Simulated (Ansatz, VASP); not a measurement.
**One calculation of Ge, two programs**

The input INCAR:

```
SYSTEM = Ge
PREC     = Accurate       ! precision mode
ENCUT    = 450            ! plane-wave cutoff, eV
EDIFF    = 1E-7           ! SCF threshold, eV
ISMEAR   = 0              ! smearing method
SIGMA    = 0.1            ! smearing width, eV
LREAL    = .FALSE.        ! projectors in reciprocal space
LASPH    = .TRUE.         ! aspherical terms in the spheres
NELM     = 120            ! most SCF steps
ALGO     = Normal         ! electronic algorithm
ISIF     = 2              ! what is computed and relaxed
LWAVE    = .FALSE.        ! write WAVECAR
LCHARG   = .FALSE.        ! write CHGCAR
GGA      = PS             ! functional
IBRION   = 2              ! ionic algorithm
NSW      = 60             ! ionic steps
EDIFFG   = -0.002         ! ionic threshold
GGA_COMPAT= .FALSE.      
NELMIN   = 4
```

Contents of KPOINTS:

```
Automatic mesh
0
G
  12 12 12
  0 0 0
```

The input POSCAR:

```
Ge
1.0
    0.0000000000      2.8449600543      2.8094867369
    2.8449600543      0.0000000000      2.8094867369
    2.8449600543      2.8449600543      0.0000000000
Ge
2
Direct
    0.0000000000      0.0000000000      0.0000000000
    0.2500000000      0.2500000000      0.2500000000
```

Input for Ansatz:

```yaml
crystal:
  lattice:
    - [0.0, 2.8449600543, 2.8094867369]
    - [2.8449600543, 0.0, 2.8094867369]
    - [2.8449600543, 2.8449600543, 0.0]
  atoms:
    - { symbol: Ge, position: [0.0, 0.0, 0.0] }
    - { symbol: Ge, position: [0.25, 0.25, 0.25] }
basis:
  ecutwfc: 420
kpoints:
  mp_grid: { grid: [12, 12, 12] }
hamiltonian:
  xc: pbesol
scf:
  occupations: { method: gaussian, width: 0.1 }
output:
  forces: true
  stress: true
  eigenvalues: true
relax:
  adjacent_minimum: "off"
  f_tol: 0.002
  max_steps: 40
```

Change from the starting cell: strained cell.

Alike in both runs: task relaxation of the atoms; functional PBEsol; k mesh 12 × 12 × 12; occupations gaussian, width 0.1 eV; no spin polarisation.

```csv
,VASP,Ansatz
version,VASP 6.6.1,Ansatz 0.2.0
potentials or method,"VASP PAW PBE potentials, release 64 (Ge_d), cutoff 450 eV","scalar-relativistic, plane waves, PAW"
valence electrons in the cell,28,28
```

```tsv
	VASP	Ansatz	Ansatz less VASP
gap on the k mesh at the Fermi level, each at its own relaxed structure (eV)	0.10	0.10	0.000
```

VASP's potentials were made for PBE, not for PBEsol. Ansatz's warnings: stress scf threshold loose.

Noted on VASP's run: the relaxation stopped at its first step, so nothing moved.
